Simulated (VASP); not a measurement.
# Pt (Fm-3m) in VASP: a series of runs

The runs below take Pt through single point, with RPBE.

All numbers are computed with VASP 6.6.1; they aren't measurements. Logs are shortened: lines on timing, memory, paths and dates and some standing lists are left out, and cuts for length are marked.

## Step 1: The cell of the first run

It takes space group Fm-3m (No. 225, cubic). Conventional cell: a = 3.895 Å, b = 3.895 Å, c = 3.895 Å, α = 90.00°, β = 90.00°, γ = 90.00°. Within 3.6 Å of Pt (site symmetry m-3m) lie 12 Pt at 2.75 Å.

## Step 2: Single point, RPBE, non-collinear spin, zero start, spin-orbit coupling

File INCAR:

```
PREC = Accurate
ENCUT = 520
EDIFF = 1E-6
ISMEAR = -1
SIGMA = 0.02
LREAL = False
LASPH = True
NELM = 150
ALGO = Fast
ISIF = 2
LWAVE = False
LCHARG = False
MAGMOM = 0 0 0
LORBIT = 11
LSORBIT = True
GGA_COMPAT = False
LORBMOM = True
LMAXMIX = 4
GGA = RP
NBANDS = 21
```

File KPOINTS:

```
regular mesh
0
Gamma
  9 9 9
```

File POSCAR:

```
Pt
1.0
    0.0000000000      1.9477392008      1.9477392008
    1.9477392008      0.0000000000      1.9477392008
    1.9477392008      1.9477392008      0.0000000000
Pt
1
Direct
    0.0000000000      0.0000000000      0.0000000000
```

Potentials or basis: VASP PAW PBE potentials, release 64 (Pt).

Run with:

```sh
$ cat potpaw_PBE.64/Pt/POTCAR > POTCAR
$ mpirun -np 1 vasp_ncl > vasp.out
```

OUTCAR:

```text
PREC = Accurate
   ENCUT = 520
   EDIFF = 1E-6
   ISMEAR = -1
   LREAL = False
   LASPH = True
   NELM = 150
   ISIF = 2
   LORBIT = 11
   LSORBIT = True
   GGA = RP

 ion  position               nearest neighbor table
   1  0.000  0.000  0.000-

  LATTYP: Found a face centered cubic cell.
 ALAT       =     3.8954784016

  Lattice vectors:

 A1 = (   0.0000000000,   1.9477392008,   1.9477392008)
 A2 = (   1.9477392008,   0.0000000000,   1.9477392008)
 A3 = (   1.9477392008,   1.9477392008,   0.0000000000)

Analysis of symmetry for initial positions (statically):
=====================================================================
 Subroutine PRICEL returns:
 Original cell was already a primitive cell.

 Routine SETGRP: Setting up the symmetry group for a
 face centered cubic supercell.

 Subroutine GETGRP returns: Found 48 space group operations
 (whereof 48 operations were pure point group operations)
 out of a pool of 48 trial point group operations.

The static configuration has the point symmetry O_h .

Analysis of symmetry for dynamics (positions and initial velocities):
=====================================================================
 Subroutine PRICEL returns:
 Original cell was already a primitive cell.

 Routine SETGRP: Setting up the symmetry group for a
 face centered cubic supercell.

 Subroutine GETGRP returns: Found 48 space group operations
 (whereof 48 operations were pure point group operations)
 out of a pool of 48 trial point group operations.

The dynamic configuration has the point symmetry O_h .

Analysis of structural, dynamic, and magnetic symmetry:
=====================================================================
 Subroutine PRICEL returns:
 Original cell was already a primitive cell.

 Routine SETGRP: Setting up the symmetry group for a
 face centered cubic supercell.

 Subroutine GETGRP returns: Found 48 space group operations
 (whereof 48 operations were pure point group operations)
 out of a pool of 48 trial point group operations.

The overall configuration has the point symmetry O_h .

 Subroutine INISYM returns: Found 48 space group operations
 (whereof 48 operations are pure point group operations),
 and found     1 'primitive' translations

----------------------------------------------------------------------------------------

                                     Primitive cell

  volume of cell :      14.7782

  direct lattice vectors                    reciprocal lattice vectors
     0.000000000  1.947739201  1.947739201    -0.256707879  0.256707879  0.256707879
     1.947739201  0.000000000  1.947739201     0.256707879 -0.256707879  0.256707879
     1.947739201  1.947739201  0.000000000     0.256707879  0.256707879 -0.256707879

  length of vectors
     2.754519194  2.754519194  2.754519194     0.444631090  0.444631090  0.444631090

  position of ions in fractional coordinates (direct lattice)
     0.000000000  0.000000000  0.000000000

  ion indices of the primitive-cell ions
   primitive index   ion index
                 1           1

----------------------------------------------------------------------------------------

 KPOINTS: regular mesh

Automatic generation of k-mesh.
 Grid dimensions read from file:
 generate k-points for:    9    9    9

 Generating k-lattice:

  Cartesian coordinates                     Fractional coordinates (reciprocal lattice)
    -0.028523098  0.028523098  0.028523098     0.111111111  0.000000000  0.000000000
     0.028523098 -0.028523098  0.028523098     0.000000000  0.111111111  0.000000000
     0.028523098  0.028523098 -0.028523098     0.000000000  0.000000000  0.111111111

  Length of vectors
     0.049403454  0.049403454  0.049403454

  Shift w.r.t. Gamma in fractional coordinates (k-lattice)
     0.000000000  0.000000000  0.000000000

 Subroutine IBZKPT returns following result:
 ===========================================

 Found     35 irreducible k-points:

 Following reciprocal coordinates:
[... 39 lines left out ...]
   LNONCOLLINEAR =      T non collinear calculations
   LSORBIT =      T    spin-orbit coupling
   LASPH  =      T    aspherical Exc in radial PAW
   ENCUT  =  520.0 eV  38.22 Ry    6.18 a.u.   5.12  5.12  5.12*2*pi/ulx,y,z
   NELM   =    150;   NELMIN=  2; NELMDL= -5     # of ELM steps
   EDIFF  = 0.1E-05   stopping-criterion for ELM
   LREAL  =      F    real-space projection
   EDIFFG = 0.1E-04   stopping-criterion for IOM
   NSW    =      0    number of steps for IOM
   IBRION =     -1    ionic relax: 0-MD 1-quasi-New 2-CG
   NFREE  =      0    steps in history (QN), initial steepest desc. (CG)
   ISIF   =      2    stress and relaxation
   ISYM   =      2    0-nonsym 1-usesym 2-fastsym
   POTIM  = 0.5000    time-step for ionic-motion
   TEBEG  =    0.0;   TEEND  =   0.0 temperature during run
   PSTRESS=    0.0 pullay stress
   NELECT =      10.0000    total number of electrons
   NUPDOWN=      -1.0000    fix difference up-down
   EMIN   =  10.00;   EMAX   =-10.00  energy-range for DOS
   EFERMI =   0.00;   METHOD = LEGACY
   ISMEAR =    -1;   SIGMA  =   0.02  broadening in eV -4-tet -1-fermi 0-gaus
   EFERMI_NEDOS =   21; number of points for ismear=-14 and -15
   IALGO  =     68    algorithm
   IMIX   =      4    mixing-type and parameters
     AMIX     =   0.40;   BMIX     =  1.00
     AMIX_MAG =   1.60;   BMIX_MAG =  1.00
  volume/ion in A,a.u.               =      14.78        99.73
  Fermi-wavevector in a.u.,A,eV,Ry     =   1.437256  2.716019 28.105607  2.065704
  Thomas-Fermi vector in A             =   2.556353
   LORBIT       =     11    0 simple, 1 ext, 2 COOP (PROOUT), +10 PAW based schemes
   GGA     = RP    functional components
   LHFCALC =     F    Hartree Fock is set to
   AEXX    =    0.0000 exact exchange contribution
   IVDW    =     0    specifies the selected vdW correction
   LEPSILON=     F    determine dielectric tensor
   LRPA    =     F    only Hartree local field effects (RPA)
 RMM-DIIS sequential band-by-band and
  energy-cutoff  :      520.00
  volume of cell :       14.78
 maximum number of plane-waves:       822
   NGX = 11   NGY = 11   NGZ = 11

 number of electron      10.0000000 magnetization       0.0000000      0.0000000      0.0000000

 number of electron      10.0000000 magnetization      -0.0000000     -0.0000000     -0.0000000

 number of electron      10.0000000 magnetization       0.0000000     -0.0000000     -0.0000000

 number of electron      10.0000000 magnetization      -0.0000000      0.0000000      0.0000000

 Free energy of the ion-electron system (eV)
  ---------------------------------------------------
  ext. energy  EPLUGINS =         0.00000000
  ---------------------------------------------------
  free energy    TOTEN  =        -5.80354035 eV

  energy without entropy =       -5.80171777  energy(sigma->0) =       -5.80262906

 E-fermi :  11.7283     XC(G=0): -13.5630

 val. band max:       11.7115735756   @ k =   0.4444   0.1111   0.0000
 cond. band min:      11.8361434884   @ k =   0.4444   0.2222   0.0000
 fundamental gap:      0.1245699128
 Fermi energy:        11.7282651745

 k-point     1 :       0.0000    0.0000    0.0000
  band No.  band energies     occupation
      1       1.3270      1.00000
      2       1.3270      1.00000
      3       7.3777      1.00000
      4       7.3777      1.00000
      5       7.3777      1.00000
      6       7.3777      1.00000
[... 565 lines left out ...]
     20      31.9382      0.00000
     21      35.2203      0.00000

 [... further k-points ...]
[... 5 lines left out ...]
  --------------------------------------------------------------------------------------
  -------------------------------------------------------------------------------------
  Total        1.8661680      1.8661680      1.8661680      0.0000000      0.0000000      0.0000000
  in kB      202.3200420    202.3200420    202.3200420      0.0000000      0.0000000      0.0000000
  external PRESSURE =     202.3200420 kB  Pullay stress =       0.0000000 kB

 VOLUME and BASIS-vectors are now :
 -----------------------------------------------------------------------------
  energy-cutoff  :      520.00
  volume of cell :       14.78
      direct lattice vectors                 reciprocal lattice vectors
     0.000000000  1.947739201  1.947739201    -0.256707879  0.256707879  0.256707879
     1.947739201  0.000000000  1.947739201     0.256707879 -0.256707879  0.256707879
     1.947739201  1.947739201  0.000000000     0.256707879  0.256707879 -0.256707879

 POSITION                                       TOTAL-FORCE (eV/Angst)
 -----------------------------------------------------------------------------------
      0.00000      0.00000      0.00000         0.000000      0.000000      0.000000
 -----------------------------------------------------------------------------------
    total drift:                                0.000000     -0.000000      0.000000

  FREE ENERGIE OF THE ION-ELECTRON SYSTEM (eV)
  ---------------------------------------------------
  free  energy   TOTEN  =        -5.8035403496 eV

  energy  without entropy=       -5.8017177719  energy(sigma->0) =       -5.80262906

 orbital moment (x)

 # of ion     p       d       tot
 ----------------------------------------
  1         0.000   0.000   0.000
 ----------------------------------------
            0.000   0.000   0.000

 orbital moment (y)

 # of ion     p       d       tot
 ----------------------------------------
  1        -0.000  -0.000  -0.000
 ----------------------------------------
           -0.000  -0.000  -0.000

 orbital moment (z)

 # of ion     p       d       tot
 ----------------------------------------
  1         0.000  -0.000  -0.000
 ----------------------------------------
            0.000  -0.000  -0.000

 Spin-Orbit-Coupling matrix elements

 Ion:    1  E_soc:     -0.7540970
 l=   1
     0.0000000    -0.0339465    -0.0339465
    -0.0339465     0.0000000    -0.0339465
    -0.0339465    -0.0339465     0.0000000
 l=   2
     0.0000000    -0.0166562     0.0000000    -0.0166562    -0.0750801
    -0.0166562     0.0000000    -0.0563101    -0.0166562    -0.0187700
     0.0000000    -0.0563101     0.0000000    -0.0563101     0.0000000
    -0.0166562    -0.0166562    -0.0563101     0.0000000    -0.0187700
    -0.0750801    -0.0187700     0.0000000    -0.0187700     0.0000000
 l=   3
     0.0000000     0.0000000     0.0000000     0.0000000     0.0000000     0.0000000     0.0000000
     0.0000000     0.0000000     0.0000000     0.0000000     0.0000000     0.0000000     0.0000000
     0.0000000     0.0000000     0.0000000     0.0000000     0.0000000     0.0000000     0.0000000
     0.0000000     0.0000000     0.0000000     0.0000000     0.0000000     0.0000000     0.0000000
     0.0000000     0.0000000     0.0000000     0.0000000     0.0000000     0.0000000     0.0000000
     0.0000000     0.0000000     0.0000000     0.0000000     0.0000000     0.0000000     0.0000000
     0.0000000     0.0000000     0.0000000     0.0000000     0.0000000     0.0000000     0.0000000

 total charge

# of ion       s       p       d       tot
------------------------------------------
    1        0.654   0.656   8.051   9.361

 magnetization (x)

# of ion       s       p       d       tot
------------------------------------------
    1       -0.000  -0.000  -0.000  -0.000

 magnetization (y)

# of ion       s       p       d       tot
------------------------------------------
    1       -0.000   0.000   0.000  -0.000

 magnetization (z)

# of ion       s       p       d       tot
------------------------------------------
    1        0.000  -0.000   0.000   0.000
```

It took 16 s on 1 thread of Intel Xeon Platinum 8488C (Sapphire Rapids), shared host; peak memory 0.16 GiB.

Results:

* Free energy: -5.8035 eV
* Pressure: 20.2 GPa
* Net moment: 0.00 μB per cell
* Valence electrons inside the program's atomic spheres: Pt 9.36

Moments on the atoms (μB; x, y, z):
```
Pt  0.00 0.00 0.00
```

Caveat: the PAW data sets were made with another functional, which shifts forces and pressure a little.

(Part 1 of 2 ends here.)
